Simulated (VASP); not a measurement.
# Si7Ge (P-42m) in VASP: a series of runs

Si7Ge is run at these levels: r2SCAN; tasks: single point.

Everything below comes from runs of VASP 6.6.1. Logs are shortened: lines on timing, memory, paths and dates and some standing lists are left out, and cuts for length are marked.

## (1) The cell of the first run

The structure is tetragonal, space group P-42m (No. 111). The conventional cell has a = 5.468 Å, b = 5.468 Å, c = 5.195 Å, α = 90.00°, β = 90.00°, γ = 90.00°. Si (site symmetry m) has 3 Si at 2.32 Å and 1 Ge at 2.35 Å within 3.1 Å. Within 3.1 Å of Si (site symmetry 222) lie 4 Si at 2.32 Å. Si (site symmetry -42m) has 4 Si at 2.32 Å within 3.1 Å. Within 3.1 Å of Ge (site symmetry -42m) lie 4 Si at 2.35 Å.

## (2) Single point, r2SCAN (strain +0.000 along x and y, -0.050 along z)

Contents of POSCAR:

```
Si7Ge
1.0
    5.4679684304      0.0000000000      0.0000000000
    0.0000000000      5.4679684304      0.0000000000
    0.0000000000      0.0000000000      5.1945700089
Si Ge
7 1
Direct
    0.2524307582      0.2524307582      0.2524307582
    0.0000000000      0.5000000000      0.5000000000
    0.5000000000      0.5000000000      0.0000000000
    0.5000000000      0.0000000000      0.5000000000
    0.7475692418      0.2524307582      0.7475692418
    0.7475692418      0.7475692418      0.2524307582
    0.2524307582      0.7475692418      0.7475692418
    0.0000000000      0.0000000000      0.0000000000
```

Contents of INCAR.step1:

```
SYSTEM = Si7Ge
PREC = Accurate
ENCUT = 520
ISMEAR = 0
SIGMA = 0.05
LREAL = .FALSE.
LASPH = .TRUE.
NELM = 100
NBANDS = 31
GGA = PE
ALGO = Normal
EDIFF = 1E-4
LWAVE = .TRUE.
LCHARG = .FALSE.
```

Contents of INCAR.step2:

```
SYSTEM = Si7Ge
PREC = Accurate
ENCUT = 520
EDIFF = 1E-6
ISMEAR = 0
SIGMA = 0.05
LREAL = .FALSE.
LASPH = .TRUE.
NELM = 100
ALGO = Normal
ISIF = 2
LWAVE = .FALSE.
LCHARG = .TRUE.
METAGGA = R2SCAN
LMIXTAU = .TRUE.
LELF = .TRUE.
LVHAR = .TRUE.
NBANDS = 31
ISTART = 1
```

Contents of KPOINTS:

```
regular mesh
0
G
  6 6 6
  0 0 0
```

Potentials or basis: VASP PAW PBE potentials, release 64 (Si, Ge_d).

Command:

```
$ cat potpaw_PBE.64/Si/POTCAR potpaw_PBE.64/Ge_d/POTCAR > POTCAR
$ cp INCAR.step1 INCAR
$ mpirun -np 1 vasp_std > vasp.out
$ cp INCAR.step2 INCAR
$ mpirun -np 1 vasp_std > vasp.out
```

OUTCAR:

```text
SYSTEM = Si7Ge
   PREC = Accurate
   ENCUT = 520
   EDIFF = 1E-6
   ISMEAR = 0
   LREAL = .FALSE.
   LASPH = .TRUE.
   NELM = 100
   ISIF = 2
   METAGGA = R2SCAN
   ISTART = 1

 ion  position               nearest neighbor table
   1  0.252  0.252  0.252-   3 2.32   2 2.32   4 2.32   8 2.35
   2  0.000  0.500  0.500-   1 2.32   5 2.32   6 2.32   7 2.32
   3  0.500  0.500  0.000-   1 2.32   5 2.32   6 2.32   7 2.32
   4  0.500  0.000  0.500-   1 2.32   5 2.32   6 2.32   7 2.32
   5  0.748  0.252  0.748-   3 2.32   2 2.32   4 2.32   8 2.35
   6  0.748  0.748  0.252-   3 2.32   2 2.32   4 2.32   8 2.35
   7  0.252  0.748  0.748-   3 2.32   2 2.32   4 2.32   8 2.35
   8  0.000  0.000  0.000-   1 2.35   5 2.35   6 2.35   7 2.35

  LATTYP: Found a simple tetragonal cell.
 ALAT       =     5.4679684304
 C/A-ratio  =     0.9500000000

  Lattice vectors:

 A1 = (   5.4679684304,   0.0000000000,   0.0000000000)
 A2 = (   0.0000000000,   5.4679684304,   0.0000000000)
 A3 = (   0.0000000000,   0.0000000000,   5.1945700089)

Analysis of symmetry for initial positions (statically):
=====================================================================
 Subroutine PRICEL returns:
 Original cell was already a primitive cell.

 Routine SETGRP: Setting up the symmetry group for a
 simple tetragonal supercell.

 Subroutine GETGRP returns: Found  8 space group operations
 (whereof  8 operations were pure point group operations)
 out of a pool of 16 trial point group operations.

The static configuration has the point symmetry D_2d.

Analysis of symmetry for dynamics (positions and initial velocities):
=====================================================================
 Subroutine PRICEL returns:
 Original cell was already a primitive cell.

 Routine SETGRP: Setting up the symmetry group for a
 simple tetragonal supercell.

 Subroutine GETGRP returns: Found  8 space group operations
 (whereof  8 operations were pure point group operations)
 out of a pool of 16 trial point group operations.

The dynamic configuration has the point symmetry D_2d.

 Subroutine INISYM returns: Found  8 space group operations
 (whereof  8 operations are pure point group operations),
 and found     1 'primitive' translations

----------------------------------------------------------------------------------------

                                     Primitive cell

  volume of cell :     155.3108

  direct lattice vectors                    reciprocal lattice vectors
     5.467968430  0.000000000  0.000000000     0.182883280  0.000000000  0.000000000
     0.000000000  5.467968430  0.000000000     0.000000000  0.182883280  0.000000000
     0.000000000  0.000000000  5.194570009     0.000000000  0.000000000  0.192508716

  length of vectors
     5.467968430  5.467968430  5.194570009     0.182883280  0.182883280  0.192508716

  position of ions in fractional coordinates (direct lattice)
     0.252430758  0.252430758  0.252430758
     0.000000000  0.500000000  0.500000000
     0.500000000  0.500000000  0.000000000
     0.500000000  0.000000000  0.500000000
     0.747569242  0.252430758  0.747569242
     0.747569242  0.747569242  0.252430758
     0.252430758  0.747569242  0.747569242
     0.000000000  0.000000000  0.000000000

  ion indices of the primitive-cell ions
   primitive index   ion index
                 1           1
                 2           2
                 3           3
                 4           4
                 5           5
                 6           6
                 7           7
                 8           8

----------------------------------------------------------------------------------------

 KPOINTS: regular mesh

Automatic generation of k-mesh.
 Grid dimensions read from file:
 generate k-points for:    6    6    6

 Generating k-lattice:

  Cartesian coordinates                     Fractional coordinates (reciprocal lattice)
     0.030480547  0.000000000  0.000000000     0.166666667  0.000000000  0.000000000
     0.000000000  0.030480547  0.000000000     0.000000000  0.166666667  0.000000000
     0.000000000  0.000000000  0.032084786     0.000000000  0.000000000  0.166666667

  Length of vectors
     0.030480547  0.030480547  0.032084786

  Shift w.r.t. Gamma in fractional coordinates (k-lattice)
     0.000000000  0.000000000  0.000000000

 Subroutine IBZKPT returns following result:
 ===========================================

 Found     40 irreducible k-points:

 Following reciprocal coordinates:
            Coordinates               Weight
  0.000000  0.000000  0.000000      1.000000
  0.166667  0.000000  0.000000      4.000000
  0.333333  0.000000  0.000000      4.000000
  0.500000  0.000000  0.000000      2.000000
  0.166667  0.166667  0.000000      4.000000
  0.333333  0.166667  0.000000      8.000000
[... 16 lines left out ...]
  0.333333  0.000000  0.333333      8.000000
  0.500000  0.000000  0.333333      4.000000
 [... further k-points ...]
   k-points           NKPTS =     40   k-points in BZ     NKDIM =     40   number of bands    NBANDS=     31
   number of dos      NEDOS =    301   number of ions     NIONS =      8
   total plane-waves  NPLWV =  70560
   dimension x,y,z NGX =    42 NGY =   42 NGZ =   40
   dimension x,y,z NGXF=    84 NGYF=   84 NGZF=   80
   ions per type =               7   1
   NGX,Y,Z   is equivalent  to a cutoff of  12.77, 12.77, 12.80 a.u.
   NGXF,Y,Z  is equivalent  to a cutoff of  25.54, 25.54, 25.60 a.u.
 SYSTEM =  Si7Ge
   PREC   = accura    normal or accurate (medium, high low for compatibility)
   ISTART =      1    job   : 0-new  1-cont  2-samecut
   ICHARG =      0    charge: 1-file 2-atom 10-const
   ISPIN  =      1    spin polarized calculation?
   LNONCOLLINEAR =      F non collinear calculations
   LSORBIT =      F    spin-orbit coupling
   LASPH  =      T    aspherical Exc in radial PAW
   ENCUT  =  520.0 eV  38.22 Ry    6.18 a.u.  10.17 10.17  9.66*2*pi/ulx,y,z
   NELM   =    100;   NELMIN=  2; NELMDL=  0     # of ELM steps
   EDIFF  = 0.1E-05   stopping-criterion for ELM
   LREAL  =      F    real-space projection
   EDIFFG = 0.1E-04   stopping-criterion for IOM
   NSW    =      0    number of steps for IOM
   IBRION =     -1    ionic relax: 0-MD 1-quasi-New 2-CG
   NFREE  =      0    steps in history (QN), initial steepest desc. (CG)
   ISIF   =      2    stress and relaxation
   ISYM   =      2    0-nonsym 1-usesym 2-fastsym
   POTIM  = 0.5000    time-step for ionic-motion
   TEBEG  =    0.0;   TEEND  =   0.0 temperature during run
   PSTRESS=    0.0 pullay stress
   NELECT =      42.0000    total number of electrons
   NUPDOWN=      -1.0000    fix difference up-down
   EMIN   =  10.00;   EMAX   =-10.00  energy-range for DOS
   EFERMI =   0.00;   METHOD = LEGACY
   ISMEAR =     0;   SIGMA  =   0.05  broadening in eV -4-tet -1-fermi 0-gaus
   EFERMI_NEDOS =   21; number of points for ismear=-14 and -15
   IALGO  =     38    algorithm
   IMIX   =      4    mixing-type and parameters
     AMIX     =   0.40;   BMIX     =  1.00
     AMIX_MAG =   1.60;   BMIX_MAG =  1.00
  volume/ion in A,a.u.               =      19.41       131.01
  Fermi-wavevector in a.u.,A,eV,Ry     =   1.058662  2.000581 15.248942  1.120766
  Thomas-Fermi vector in A             =   2.193980
   LORBIT       =      0    0 simple, 1 ext, 2 COOP (PROOUT), +10 PAW based schemes
   METAGGA = R2SCAN    functional components
   LHFCALC =     F    Hartree Fock is set to
   AEXX    =    0.0000 exact exchange contribution
   IVDW    =     0    specifies the selected vdW correction
   LEPSILON=     F    determine dielectric tensor
   LRPA    =     F    only Hartree local field effects (RPA)
 non-spin polarized calculation
 Gauss-broadening in eV      SIGMA  =   0.05
  energy-cutoff  :      520.00
  volume of cell :      155.31
 maximum number of plane-waves:      4220
 NGX is ok and might be reduce to    42
   NGX = 21   NGY = 21   NGZ = 19

 number of electron      42.0000022 magnetization

 Free energy of the ion-electron system (eV)
  ---------------------------------------------------
  ext. energy  EPLUGINS =         0.00000000
  ---------------------------------------------------
  free energy    TOTEN  =       -75.05406955 eV

  energy without entropy =      -75.05397366  energy(sigma->0) =      -75.05402161

 E-fermi :   6.3736     XC(G=0): -10.1906

 val. band max:        6.3217004586   @ k =   0.0000   0.0000   0.0000
 cond. band min:       6.4376096859   @ k =   0.0000   0.0000   0.1667
 fundamental gap:      0.1159092273
 Fermi energy:         6.3736302123

 k-point     1 :       0.0000    0.0000    0.0000
  band No.  band energies     occupation
      1     -18.7424      2.00000
      2     -18.7419      2.00000
      3     -18.7419      2.00000
      4     -18.7094      2.00000
      5     -18.7049      2.00000
      6      -6.8896      2.00000
[... 23 lines left out ...]
     30       8.9615      0.00000
     31      10.1497      0.00000

 k-point     2 :       0.1667    0.0000    0.0000
  band No.  band energies     occupation
      1     -18.7424      2.00000
      2     -18.7419      2.00000
      3     -18.7419      2.00000
      4     -18.7094      2.00000
      5     -18.7049      2.00000
      6      -6.7624      2.00000
[... 23 lines left out ...]
     30       9.6678      0.00000
     31      10.7773      0.00000

 k-point     3 :       0.3333    0.0000    0.0000
  band No.  band energies     occupation
      1     -18.7424      2.00000
      2     -18.7420      2.00000
      3     -18.7419      2.00000
      4     -18.7094      2.00000
      5     -18.7048      2.00000
      6      -6.3837      2.00000
[... 703 lines left out ...]
     30      10.7547      0.00000
     31      11.3375      0.00000

 k-point    24 :       0.5000    0.0000    0.3333
  band No.  band energies     occupation
      1     -18.7425      2.00000
      2     -18.7421      2.00000
      3     -18.7420      2.00000
      4     -18.7092      2.00000
      5     -18.7048      2.00000
      6      -5.3625      2.00000
[... 23 lines left out ...]
     30      11.3681      0.00000
     31      11.3996      0.00000

 [... further k-points ...]

------------------------ aborting loop because EDIFF is reached ----------------------------------------

  FORCE on cell =-STRESS in cart. coord.  units (eV):
  Direction    XX          YY          ZZ          XY          YZ          ZX
  --------------------------------------------------------------------------------------
  -------------------------------------------------------------------------------------
  Total        3.3686050      3.3686050      8.1134233      0.0000000      0.0000000      0.0000000
  in kB       34.7503406     34.7503406     83.6976217      0.0000000      0.0000000      0.0000000
  external PRESSURE =      51.0661010 kB  Pullay stress =       0.0000000 kB

 VOLUME and BASIS-vectors are now :
 -----------------------------------------------------------------------------
  energy-cutoff  :      520.00
  volume of cell :      155.31
      direct lattice vectors                 reciprocal lattice vectors
     5.467968430  0.000000000  0.000000000     0.182883280  0.000000000  0.000000000
     0.000000000  5.467968430  0.000000000     0.000000000  0.182883280  0.000000000
     0.000000000  0.000000000  5.194570009     0.000000000  0.000000000  0.192508716

 POSITION                                       TOTAL-FORCE (eV/Angst)
 -----------------------------------------------------------------------------------
      1.38028      1.38028      1.31127         0.003330      0.003330      0.028847
      0.00000      2.73398      2.59729         0.000000      0.000000      0.000000
      2.73398      2.73398      0.00000         0.000000      0.000000      0.000000
      2.73398      0.00000      2.59729        -0.000000      0.000000      0.000000
      4.08769      1.38028      3.88330        -0.003330      0.003330     -0.028847
      4.08769      4.08769      1.31127        -0.003330     -0.003330      0.028847
      1.38028      4.08769      3.88330         0.003330     -0.003330     -0.028847
      0.00000      0.00000      0.00000         0.000000      0.000000      0.000000
 -----------------------------------------------------------------------------------
    total drift:                               -0.000000     -0.000000     -0.000000

  FREE ENERGIE OF THE ION-ELECTRON SYSTEM (eV)
  ---------------------------------------------------
  free  energy   TOTEN  =       -75.0540695501 eV

  energy  without entropy=      -75.0539736624  energy(sigma->0) =      -75.05402161
```

Run time: 13 min. Hardware: 1 thread of Intel Xeon 8259CL, shared host; peak memory 0.38 GiB.

What came out:

```
Free energy            : -75.0541 eV
Pressure               : 5.1 GPa
Largest force          : 0.029 eV/Å
Band gap on the k mesh : 0.12 eV (least direct gap 0.17 eV)
```

Forces in eV/Å, atoms in the order of the input:
```
Si   0.003  0.003  0.029
Si   0.000  0.000  0.000
Si   0.000  0.000  0.000
Si   0.000  0.000  0.000
Si  -0.003  0.003 -0.029
Si  -0.003 -0.003  0.029
Si   0.003 -0.003 -0.029
Ge   0.000  0.000  0.000
```

Stress tensor (GPa, compression positive):
```
3.48 0.00 0.00
0.00 3.48 0.00
0.00 0.00 8.37
```

Caveat: the cell differs from its parent crystal (strain +0.000 along x and y, -0.050 along z); the cell stands under pressure; semilocal functionals underestimate gaps, and a narrow one can read as zero; the PAW data sets were made with another functional, which shifts forces and pressure a little.

(Continued in part 2 of 2.)
